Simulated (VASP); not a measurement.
# TiCo3 (Pm-3m) in VASP: further runs, part 2 of 2

VASP 6.6.1. The steps go on from the part before.

### Step 3. Single point, PBEsol, collinear spin, ferrimagnetic start

INCAR reads:

```
PREC = Accurate
ENCUT = 520
EDIFF = 1E-6
ISMEAR = 1
SIGMA = 0.5
LREAL = F
LASPH = T
NELM = 150
ALGO = Normal
ISIF = 2
LWAVE = F
LCHARG = T
ISPIN = 2
MAGMOM = -0.42 1.21 1.21 1.21
LORBIT = 11
LMAXMIX = 4
GGA = PS
LELF = T
LVHAR = T
NBANDS = 32
```

KPOINTS reads:

```
Automatic mesh
0
Gamma
  12 12 12
```

POSCAR reads:

```
TiCo3
1.0
    3.6140000000      0.0000000000      0.0000000000
    0.0000000000      3.6140000000      0.0000000000
    0.0000000000      0.0000000000      3.6140000000
Ti Co
1 3
Direct
    0.0000000000      0.0000000000      0.0000000000
    0.0000000000      0.5000000000      0.5000000000
    0.5000000000      0.0000000000      0.5000000000
    0.5000000000      0.5000000000      0.0000000000
```

Potentials or basis: VASP PAW PBE potentials, release 64 (Ti_sv, Co).

Started as:

```bash
> cat potpaw_PBE.64/Ti_sv/POTCAR potpaw_PBE.64/Co/POTCAR > POTCAR
> mpirun -np 1 vasp_std > vasp.out
```

OUTCAR:

```text
PREC = Accurate
   ENCUT = 520
   EDIFF = 1E-6
   ISMEAR = 1
   LREAL = F
   LASPH = T
   NELM = 150
   ISIF = 2
   ISPIN = 2
   LORBIT = 11
   GGA = PS

 ion  position               nearest neighbor table
   1  0.000  0.000  0.000-   2 2.56   3 2.56   4 2.56   2 2.56   3 2.56   2 2.56   4 2.56   2 2.56
                             3 2.56   4 2.56   3 2.56   4 2.56
   2  0.000  0.500  0.500-   1 2.56   3 2.56   4 2.56   1 2.56   4 2.56   1 2.56   3 2.56   1 2.56
                             3 2.56   4 2.56   4 2.56   3 2.56
   3  0.500  0.000  0.500-   1 2.56   2 2.56   4 2.56   1 2.56   4 2.56   2 2.56   4 2.56   4 2.56
                             1 2.56   2 2.56   1 2.56   2 2.56
   4  0.500  0.500  0.000-   1 2.56   2 2.56   3 2.56   2 2.56   3 2.56   1 2.56   3 2.56   3 2.56
                             1 2.56   2 2.56   2 2.56   1 2.56

  LATTYP: Found a simple cubic cell.
 ALAT       =     3.6140000000

  Lattice vectors:

 A1 = (   3.6140000000,   0.0000000000,   0.0000000000)
 A2 = (   0.0000000000,   3.6140000000,   0.0000000000)
 A3 = (   0.0000000000,   0.0000000000,   3.6140000000)

Analysis of symmetry for initial positions (statically):
=====================================================================
 Subroutine PRICEL returns:
 Original cell was already a primitive cell.

 Routine SETGRP: Setting up the symmetry group for a
 simple cubic supercell.

 Subroutine GETGRP returns: Found 48 space group operations
 (whereof 48 operations were pure point group operations)
 out of a pool of 48 trial point group operations.

The static configuration has the point symmetry O_h .

Analysis of symmetry for dynamics (positions and initial velocities):
=====================================================================
 Subroutine PRICEL returns:
 Original cell was already a primitive cell.

 Routine SETGRP: Setting up the symmetry group for a
 simple cubic supercell.

 Subroutine GETGRP returns: Found 48 space group operations
[... 169 lines left out ...]

 E-fermi :   9.8135     XC(G=0): -13.2486

 val. band max:        9.8127874322   @ k =   0.5000   0.4167   0.4167
 cond. band min:       9.8138916374   @ k =   0.4167   0.1667   0.0000
 fundamental gap:      0.0011042052
 Fermi energy:         9.8135341035

 spin component 1

 k-point     1 :       0.0000    0.0000    0.0000
  band No.  band energies     occupation
      1     -46.3654      1.00000
      2     -22.7119      1.00000
      3     -22.7119      1.00000
      4     -22.7119      1.00000
      5       1.8264      1.00000
      6       5.3557      1.00000
[... 805 lines left out ...]
     30      21.1568      0.00000
     31      21.7216      0.00000

 [... further k-points ...]

 spin component 2

 k-point     1 :       0.0000    0.0000    0.0000
  band No.  band energies     occupation
      1     -46.7090      1.00000
      2     -23.0600      1.00000
      3     -23.0600      1.00000
      4     -23.0600      1.00000
      5       1.8070      1.00000
      6       5.7990      1.00000
[... 805 lines left out ...]
     30      21.4087      0.00000
     31      21.8606      0.00000

 [... further k-points ...]

 [bands above 31 left out]

------------------------ aborting loop because EDIFF is reached ----------------------------------------

  FORCE on cell =-STRESS in cart. coord.  units (eV):
  Direction    XX          YY          ZZ          XY          YZ          ZX
  --------------------------------------------------------------------------------------
  -------------------------------------------------------------------------------------
  Total       -3.3066057     -3.3066057     -3.3066057     -0.0000000     -0.0000000     -0.0000000
  in kB     -112.2350599   -112.2350599   -112.2350599     -0.0000000     -0.0000000     -0.0000000
  external PRESSURE =    -112.2350599 kB  Pullay stress =       0.0000000 kB

 VOLUME and BASIS-vectors are now :
 -----------------------------------------------------------------------------
  energy-cutoff  :      520.00
  volume of cell :       47.20
      direct lattice vectors                 reciprocal lattice vectors
     3.614000000  0.000000000  0.000000000     0.276701716  0.000000000  0.000000000
     0.000000000  3.614000000  0.000000000     0.000000000  0.276701716  0.000000000
     0.000000000  0.000000000  3.614000000     0.000000000  0.000000000  0.276701716

 POSITION                                       TOTAL-FORCE (eV/Angst)
 -----------------------------------------------------------------------------------
      0.00000      0.00000      0.00000         0.000000      0.000000      0.000000
      0.00000      1.80700      1.80700         0.000000      0.000000      0.000000
      1.80700      0.00000      1.80700         0.000000      0.000000      0.000000
      1.80700      1.80700      0.00000         0.000000      0.000000      0.000000
 -----------------------------------------------------------------------------------
    total drift:                                0.000000      0.000000      0.000000

  FREE ENERGIE OF THE ION-ELECTRON SYSTEM (eV)
  ---------------------------------------------------
  free  energy   TOTEN  =       -32.6011982852 eV

  energy  without entropy=      -32.6072042757  energy(sigma->0) =      -32.60320028

 total charge

# of ion       s       p       d       tot
------------------------------------------
    1        2.263   6.188   1.922  10.373
    2        0.499   0.495   7.297   8.291
    3        0.499   0.495   7.297   8.291
    4        0.499   0.495   7.297   8.291
--------------------------------------------------
tot          3.760   7.672  23.814  35.246

 magnetization (x)

# of ion       s       p       d       tot
------------------------------------------
    1       -0.008  -0.027  -0.360  -0.395
    2       -0.005  -0.022   1.046   1.019
    3       -0.005  -0.022   1.046   1.019
    4       -0.005  -0.022   1.046   1.019
--------------------------------------------------
tot         -0.024  -0.093   2.779   2.662
```

OSZICAR:

```text
N       E                     dE             d eps       ncg     rms          rms(c)
DAV:   1     0.317746753999E+03    0.31775E+03   -0.16985E+04 10792   0.160E+03
DAV:   2    -0.125603512247E+02   -0.33031E+03   -0.31354E+03 10872   0.369E+02
DAV:   3    -0.371194210719E+02   -0.24559E+02   -0.23594E+02 13232   0.118E+02
DAV:   4    -0.380974581023E+02   -0.97804E+00   -0.97333E+00 14008   0.201E+01
DAV:   5    -0.381206025924E+02   -0.23144E-01   -0.23143E-01 13504   0.300E+00    0.227E+01
DAV:   6    -0.390809765177E+02   -0.96037E+00   -0.43762E+01 11952   0.862E+01    0.223E+01
DAV:   7    -0.334268493053E+02    0.56541E+01   -0.35920E+01 13432   0.538E+01    0.106E+01
DAV:   8    -0.326405471884E+02    0.78630E+00   -0.24848E+00 14960   0.175E+01    0.275E+00
DAV:   9    -0.325836213505E+02    0.56926E-01   -0.15366E-01 13056   0.384E+00    0.202E+00
DAV:  10    -0.325842714359E+02   -0.65009E-03   -0.10450E-01 13880   0.287E+00    0.114E+00
DAV:  11    -0.325930978388E+02   -0.88264E-02   -0.15307E-02 14320   0.117E+00    0.818E-01
DAV:  12    -0.326013559569E+02   -0.82581E-02   -0.39637E-02 14176   0.201E+00    0.426E-01
DAV:  13    -0.326012096331E+02    0.14632E-03   -0.71983E-03 15584   0.687E-01    0.242E-01
DAV:  14    -0.326012061033E+02    0.35298E-05   -0.22764E-03 13032   0.527E-01    0.110E-01
DAV:  15    -0.326011210739E+02    0.85029E-04   -0.61281E-04 13496   0.290E-01    0.833E-02
DAV:  16    -0.326011977837E+02   -0.76710E-04   -0.22756E-04 13248   0.170E-01    0.132E-02
DAV:  17    -0.326011984629E+02   -0.67925E-06   -0.15784E-05 14032   0.294E-02    0.859E-03
DAV:  18    -0.326011982852E+02    0.17771E-06   -0.10920E-06  7944   0.107E-02
   1 F= -.32601198E+02 E0= -.32603200E+02  d E =0.600599E-02  mag=     2.5516
```

stdout:

```text
POSCAR found type information on POSCAR TiCo
 POSCAR found :  2 types and       4 ions
 scaLAPACK will be used
 -----------------------------------------------------------------------------
|                                                                             |
|                                                                             |
|     You enforced a specific xc type in the INCAR file but a different       |
|     I HOPE YOU KNOW WHAT YOU ARE DOING!                                     |
|                                                                             |
 -----------------------------------------------------------------------------

 LDA part: xc-table for (Slater+PW92), standard interpolation
 POSCAR, INCAR and KPOINTS ok, starting setup
 FFT: planning ... GRIDC
 FFT: planning ... GRID_SOFT
 FFT: planning ... GRID
 WAVECAR not read
 entering main loop
```

Run time: 3.8 min. Hardware: 1 thread of Intel Xeon Platinum 8488C (Sapphire Rapids), shared host; peak memory 0.31 GiB.

Results:

```yaml
Free_energy: -32.6012 eV
Pressure: -11.2 GPa
Net_moment: 2.55 μB per cell
Site_moments: Ti -0.40; Co +1.02 μB
Valence_electrons_inside_the_program's_atomic_spheres: Ti 10.37; Co 8.29
```

Caveat: the cell stands under tension; so wide a smearing shifts energies and pressures; the PAW data sets were made with another functional, which shifts forces and pressure a little.
